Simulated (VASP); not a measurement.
# Cs (R-3m) in VASP: electric field gradients with r2SCAN

Aim: the electric field gradients of Cs with r2SCAN.

All numbers are computed with VASP 6.6.1; they aren't measurements. Logs are shortened: lines on timing, memory, paths and dates and some standing lists are left out, and cuts for length are marked.

## 1. The cell of the first run

It takes space group R-3m (No. 166, trigonal). The conventional cell has a = 8.981 Å, b = 8.981 Å, c = 5.256 Å, α = 90.00°, β = 90.00°, γ = 120.00°.

## 2. Electric field gradients, r2SCAN (equal xy, yz and zx shear strains of -3 %)

The input, POSCAR:

```
Cs
1.0
   -3.2223190132      3.1284650614      3.1284650614
    3.1284650614     -3.2223190132      3.1284650614
    3.1284650614      3.1284650614     -3.2223190132
Cs
1
Direct
    0.0000000000      0.0000000000      0.0000000000
```

The input, INCAR.step1:

```
SYSTEM = Cs
PREC     = Accurate       ! precision mode
ENCUT    = 520            ! plane-wave cutoff, eV
ISMEAR   = -1             ! smearing method
SIGMA    = 0.03           ! smearing width, eV
LREAL    = .False.        ! projectors in reciprocal space
LASPH    = .True.         ! aspherical terms in the spheres
NELM     = 100            ! most SCF steps
NBANDS   = 10             ! bands
GGA      = PE             ! functional
ALGO     = Normal         ! electronic algorithm
EDIFF    = 1E-4           ! SCF threshold, eV
LWAVE    = .True.         ! write WAVECAR
LCHARG   = .False.        ! write CHGCAR
```

The input, INCAR.step2:

```
SYSTEM = Cs
PREC     = Accurate       ! precision mode
ENCUT    = 520            ! plane-wave cutoff, eV
EDIFF    = 1E-8           ! SCF threshold, eV
ISMEAR   = -1             ! smearing method
SIGMA    = 0.03           ! smearing width, eV
LREAL    = .False.        ! projectors in reciprocal space
LASPH    = .True.         ! aspherical terms in the spheres
NELM     = 100            ! most SCF steps
ALGO     = Normal         ! electronic algorithm
ISIF     = 2              ! what is computed and relaxed
LWAVE    = .False.        ! write WAVECAR
LCHARG   = .False.        ! write CHGCAR
METAGGA  = R2SCAN         ! meta-GGA
LMIXTAU  = .True.       
LEFG     = .True.       
NBANDS   = 10             ! bands
ISTART   = 1
```

The input, KPOINTS:

```
regular mesh
0
Gamma
  9 9 9
  0 0 0
```

Potentials or basis: VASP PAW PBE potentials, release 64 (Cs_sv).

Launch:

```
> cat potpaw_PBE.64/Cs_sv/POTCAR > POTCAR
> cp INCAR.step1 INCAR
> mpirun -np 1 vasp_std > vasp.out
> cp INCAR.step2 INCAR
> mpirun -np 1 vasp_std > vasp.out
```

OUTCAR:

```text
SYSTEM = Cs
   PREC = Accurate
   ENCUT = 520
   EDIFF = 1E-8
   ISMEAR = -1
   LREAL = .False.
   LASPH = .True.
   NELM = 100
   ISIF = 2
   METAGGA = R2SCAN
   ISTART = 1

 ion  position               nearest neighbor table
   1  0.000  0.000  0.000-

  LATTYP: Found a trigonal (rhomboedric) cell.
 ALAT       =     5.4733835151
 COS(alpha) =    -0.3463033748

  Lattice vectors:

 A1 = (  -3.2223190132,   3.1284650614,   3.1284650614)
 A2 = (   3.1284650614,  -3.2223190132,   3.1284650614)
 A3 = (   3.1284650614,   3.1284650614,  -3.2223190132)

Analysis of symmetry for initial positions (statically):
=====================================================================
 Subroutine PRICEL returns:
 Original cell was already a primitive cell.

 Routine SETGRP: Setting up the symmetry group for a
 trigonal (rhombohedral) supercell.

 Subroutine GETGRP returns: Found 12 space group operations
 (whereof 12 operations were pure point group operations)
 out of a pool of 12 trial point group operations.

The static configuration has the point symmetry D_3d.

Analysis of symmetry for dynamics (positions and initial velocities):
=====================================================================
 Subroutine PRICEL returns:
 Original cell was already a primitive cell.

 Routine SETGRP: Setting up the symmetry group for a
 trigonal (rhombohedral) supercell.

 Subroutine GETGRP returns: Found 12 space group operations
 (whereof 12 operations were pure point group operations)
 out of a pool of 12 trial point group operations.

The dynamic configuration has the point symmetry D_3d.

 Subroutine INISYM returns: Found 12 space group operations
 (whereof 12 operations are pure point group operations),
 and found     1 'primitive' translations

----------------------------------------------------------------------------------------

                                     Primitive cell

  volume of cell :     122.3933

  direct lattice vectors                    reciprocal lattice vectors
    -3.222319013  3.128465061  3.128465061     0.004869924  0.162330796  0.162330796
     3.128465061 -3.222319013  3.128465061     0.162330796  0.004869924  0.162330796
     3.128465061  3.128465061 -3.222319013     0.162330796  0.162330796  0.004869924

  length of vectors
     5.473383515  5.473383515  5.473383515     0.229622061  0.229622061  0.229622061

  position of ions in fractional coordinates (direct lattice)
     0.000000000  0.000000000  0.000000000

  ion indices of the primitive-cell ions
   primitive index   ion index
                 1           1

----------------------------------------------------------------------------------------

 KPOINTS: regular mesh

Automatic generation of k-mesh.
 Grid dimensions read from file:
 generate k-points for:    9    9    9

 Generating k-lattice:

  Cartesian coordinates                     Fractional coordinates (reciprocal lattice)
     0.000541103  0.018036755  0.018036755     0.111111111 -0.000000000 -0.000000000
     0.018036755  0.000541103  0.018036755    -0.000000000  0.111111111 -0.000000000
     0.018036755  0.018036755  0.000541103    -0.000000000 -0.000000000  0.111111111

  Length of vectors
     0.025513562  0.025513562  0.025513562

  Shift w.r.t. Gamma in fractional coordinates (k-lattice)
     0.000000000  0.000000000  0.000000000

 Subroutine IBZKPT returns following result:
 ===========================================

 Found     85 irreducible k-points:

 Following reciprocal coordinates:
            Coordinates               Weight
  0.000000  0.000000  0.000000      1.000000
  0.111111 -0.000000 -0.000000      6.000000
  0.222222  0.000000  0.000000      6.000000
  0.333333  0.000000  0.000000      6.000000
  0.444444  0.000000  0.000000      6.000000
  0.111111  0.111111  0.000000      6.000000
[... 16 lines left out ...]
 -0.333333  0.333333  0.000000      6.000000
  0.444444  0.444444  0.000000      6.000000
 [... further k-points ...]
   k-points           NKPTS =     85   k-points in BZ     NKDIM =     85   number of bands    NBANDS=     10
   number of dos      NEDOS =    301   number of ions     NIONS =      1
   total plane-waves  NPLWV =  74088
   dimension x,y,z NGX =    42 NGY =   42 NGZ =   42
   dimension x,y,z NGXF=    84 NGYF=   84 NGZF=   84
   ions per type =               1
   NGX,Y,Z   is equivalent  to a cutoff of  12.76, 12.76, 12.76 a.u.
   NGXF,Y,Z  is equivalent  to a cutoff of  25.51, 25.51, 25.51 a.u.
 SYSTEM =  Cs
   PREC   = accura    normal or accurate (medium, high low for compatibility)
   ISTART =      1    job   : 0-new  1-cont  2-samecut
   ICHARG =      0    charge: 1-file 2-atom 10-const
   ISPIN  =      1    spin polarized calculation?
   LNONCOLLINEAR =      F non collinear calculations
   LSORBIT =      F    spin-orbit coupling
   LASPH  =      T    aspherical Exc in radial PAW
   ENCUT  =  520.0 eV  38.22 Ry    6.18 a.u.  10.18 10.18 10.18*2*pi/ulx,y,z
   NELM   =    100;   NELMIN=  2; NELMDL=  0     # of ELM steps
   EDIFF  = 0.1E-07   stopping-criterion for ELM
   LREAL  =      F    real-space projection
   EDIFFG = 0.1E-06   stopping-criterion for IOM
   NSW    =      0    number of steps for IOM
   IBRION =     -1    ionic relax: 0-MD 1-quasi-New 2-CG
   NFREE  =      0    steps in history (QN), initial steepest desc. (CG)
   ISIF   =      2    stress and relaxation
   ISYM   =      2    0-nonsym 1-usesym 2-fastsym
   POTIM  = 0.5000    time-step for ionic-motion
   TEBEG  =    0.0;   TEEND  =   0.0 temperature during run
   PSTRESS=    0.0 pullay stress
   NELECT =       9.0000    total number of electrons
   NUPDOWN=      -1.0000    fix difference up-down
   EMIN   =  10.00;   EMAX   =-10.00  energy-range for DOS
   EFERMI =   0.00;   METHOD = LEGACY
   ISMEAR =    -1;   SIGMA  =   0.03  broadening in eV -4-tet -1-fermi 0-gaus
   EFERMI_NEDOS =   21; number of points for ismear=-14 and -15
   IALGO  =     38    algorithm
   IMIX   =      4    mixing-type and parameters
     AMIX     =   0.40;   BMIX     =  1.00
     AMIX_MAG =   1.60;   BMIX_MAG =  1.00
  volume/ion in A,a.u.               =     122.39       825.95
  Fermi-wavevector in a.u.,A,eV,Ry     =   0.685861  1.296090  6.400262  0.470406
  Thomas-Fermi vector in A             =   1.765924
   LORBIT       =      0    0 simple, 1 ext, 2 COOP (PROOUT), +10 PAW based schemes
   METAGGA = R2SCAN    functional components
   LHFCALC =     F    Hartree Fock is set to
   AEXX    =    0.0000 exact exchange contribution
   IVDW    =     0    specifies the selected vdW correction
   LEPSILON=     F    determine dielectric tensor
   LRPA    =     F    only Hartree local field effects (RPA)
 non-spin polarized calculation
  energy-cutoff  :      520.00
  volume of cell :      122.39
 maximum number of plane-waves:      3319
 NGX is ok and might be reduce to    42
   NGX = 21   NGY = 21   NGZ = 21

 number of electron       9.0000000 magnetization

 Free energy of the ion-electron system (eV)
  ---------------------------------------------------
  ext. energy  EPLUGINS =         0.00000000
  ---------------------------------------------------
  free energy    TOTEN  =       -25.02126263 eV

  energy without entropy =      -25.01810159  energy(sigma->0) =      -25.01968211

 E-fermi :   0.3978     XC(G=0):  -5.4748

 val. band max:        0.3726661382   @ k =  -0.2222   0.4444   0.1111
 cond. band min:       0.4052685191   @ k =   0.4444   0.0000   0.0000
 fundamental gap:      0.0326023809
 Fermi energy:         0.3978423277

 k-point     1 :       0.0000    0.0000    0.0000
  band No.  band energies     occupation
      1     -24.4434      2.00000
      2     -10.8184      2.00000
      3     -10.8184      2.00000
      4     -10.8157      2.00000
      5      -1.3274      2.00000
      6       3.0341      0.00000
      7       3.2042      0.00000
      8       3.2042      0.00000
      9       4.0243      0.00000
     10       4.0243      0.00000

 k-point     2 :       0.1111   -0.0000   -0.0000
  band No.  band energies     occupation
      1     -24.4427      2.00000
      2     -10.8314      2.00000
      3     -10.8224      2.00000
      4     -10.8182      2.00000
      5      -1.1877      2.00000
      6       3.0061      0.00000
      7       3.0391      0.00000
      8       3.2619      0.00000
      9       3.7371      0.00000
     10       3.9593      0.00000
[... 274 lines left out ...]
 k-point    24 :       0.4444    0.4444    0.0000
  band No.  band energies     occupation
      1     -24.4383      2.00000
      2     -10.9196      2.00000
      3     -10.8543      2.00000
      4     -10.8249      2.00000
      5       0.5983      0.00250
      6       1.0694      0.00000
      7       2.1812      0.00000
      8       3.7454      0.00000
      9       4.5150      0.00000
     10       4.9948      0.00000

 [... further k-points ...]

------------------------ aborting loop because EDIFF is reached ----------------------------------------

  FORCE on cell =-STRESS in cart. coord.  units (eV):
  Direction    XX          YY          ZZ          XY          YZ          ZX
  --------------------------------------------------------------------------------------
  -------------------------------------------------------------------------------------
  Total        0.0065232      0.0065232      0.0065232      0.0346307      0.0346307      0.0346307
  in kB        0.0853907      0.0853907      0.0853907      0.4533299      0.4533299      0.4533299
  external PRESSURE =       0.0853907 kB  Pullay stress =       0.0000000 kB

 VOLUME and BASIS-vectors are now :
 -----------------------------------------------------------------------------
  energy-cutoff  :      520.00
  volume of cell :      122.39
      direct lattice vectors                 reciprocal lattice vectors
    -3.222319013  3.128465061  3.128465061     0.004869924  0.162330796  0.162330796
     3.128465061 -3.222319013  3.128465061     0.162330796  0.004869924  0.162330796
     3.128465061  3.128465061 -3.222319013     0.162330796  0.162330796  0.004869924

 POSITION                                       TOTAL-FORCE (eV/Angst)
 -----------------------------------------------------------------------------------
      0.00000      0.00000      0.00000        -0.000000      0.000000     -0.000000
 -----------------------------------------------------------------------------------
    total drift:                                0.000000      0.000000      0.000000

  FREE ENERGIE OF THE ION-ELECTRON SYSTEM (eV)
  ---------------------------------------------------
  free  energy   TOTEN  =       -25.0212626262 eV

  energy  without entropy=      -25.0181015868  energy(sigma->0) =      -25.01968211

 Electric field gradients (V/A^2)
---------------------------------------------------------------------
 ion       V_xx      V_yy      V_zz      V_xy      V_xz      V_yz
---------------------------------------------------------------------
   1       0.000    -0.000    -0.000     2.455     2.455     2.455
---------------------------------------------------------------------

 Electric field gradients after diagonalization (V/A^2)
 (convention: |V_zz| > |V_xx| > |V_yy|)
----------------------------------------------------------------------
 ion       V_xx      V_yy      V_zz     asymmetry (V_yy - V_xx)/ V_zz
----------------------------------------------------------------------
   1      -2.455    -2.455     4.910       0.000
----------------------------------------------------------------------

           NMR quadrupolar parameters

 Cq : quadrupolar parameter    Cq=e*Q*V_zz/h
 eta: asymmetry parameters     (V_yy - V_xx)/ V_zz
 Q  : nuclear electric quadrupole moment in mb (millibarn)
----------------------------------------------------------------------
 ion       Cq(MHz)       eta       Q (mb)
----------------------------------------------------------------------
   1       0.012       0.000       1.000
----------------------------------------------------------------------
```

It took 6.5 min on 1 thread of AMD EPYC 9R45 (Zen 5), shared host; peak memory 0.31 GiB.

Results:

| Item | Value |
| --- | --- |
| Free energy | -25.0213 eV |
| Pressure | 0.0 GPa |
| Band gap on the k mesh | zero (an odd number of electrons rules out a gap without spin polarisation) |
| Largest electric field gradient by atom | Cs +4.9 V/Å² |

Electric field gradients, principal values (V/Å²):
```csv
atom,least,middle,greatest (by size)
1 Cs,-2.455,-2.455,4.910
```

Caveat: the cell differs from its parent crystal (equal xy, yz and zx shear strains of -3 %); without QUAD_EFG the Cq values of the log hold for a quadrupole moment of 1 mb, not for the nuclei; the PAW data sets were made with another functional, which shifts forces and pressure a little; spin-orbit coupling is left out, which moves the levels of the heavy elements.
